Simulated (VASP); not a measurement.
A run of VASP 6.6.1 is set up as follows.

INCAR

```
SYSTEM = Mo
PREC = Accurate
ENCUT = 600
EDIFF = 1E-6
ISMEAR = -1
SIGMA = 0.1
LREAL = .False.
LASPH = .True.
NELM = 60
ALGO = Normal
ISIF = 3
LWAVE = .False.
LCHARG = .False.
GGA = CA
IBRION = 2
NSW = 80
EDIFFG = -0.01
```

The input KPOINTS:

```
regular mesh
0
Gamma
  13 13 4
  0 0 0
```

POSCAR

```
Mo
1.0
    2.8039216218      0.0000000000      0.0000000000
   -1.4019608109      2.4282673547      0.0000000000
    0.0000000000      0.0000000000      9.1576080168
Mo
4
Direct
    0.0000000000      0.0000000000      0.0000000000
    0.0000000000      0.0000000000      0.5000000000
    0.3333333333      0.6666666667      0.2500000000
    0.6666666667      0.3333333333      0.7500000000
```

Potentials or basis: VASP PAW LDA potentials, release 64 (Mo_sv).

The run is started by

```bash
$ cat potpaw_LDA.64/Mo_sv/POTCAR > POTCAR
$ mpirun -np 1 vasp_std > vasp.out
```

**Question.** What does it give for the relaxed volume?

**Answer.** 15.34 Å³/atom.

**Question.** Predict the relaxed cell.

**Answer.** a = 2.738 Å, b = 2.738 Å, c = 9.454 Å, α = 90.00°, β = 90.00°, γ = 120.00°.

**Question.** What does it give for the space group after relaxing (to 0.1 Å)?

**Answer.** P6_3/mmc (No. 194).

**Question.** Predict the band gap on the k mesh.

**Answer.** Zero (bands 28 and 29 overlap by 1.86 eV).

Final structure:
```
CELL_PARAMETERS angstrom
2.73782 0.00000 0.00000
-1.36891 2.37102 0.00000
0.00000 0.00000 9.45368
ATOMIC_POSITIONS crystal
Mo 0.00000 0.00000 0.00000
Mo 0.00000 0.00000 0.50000
Mo 0.33333 0.66667 0.25000
Mo 0.66667 0.33333 0.75000
```
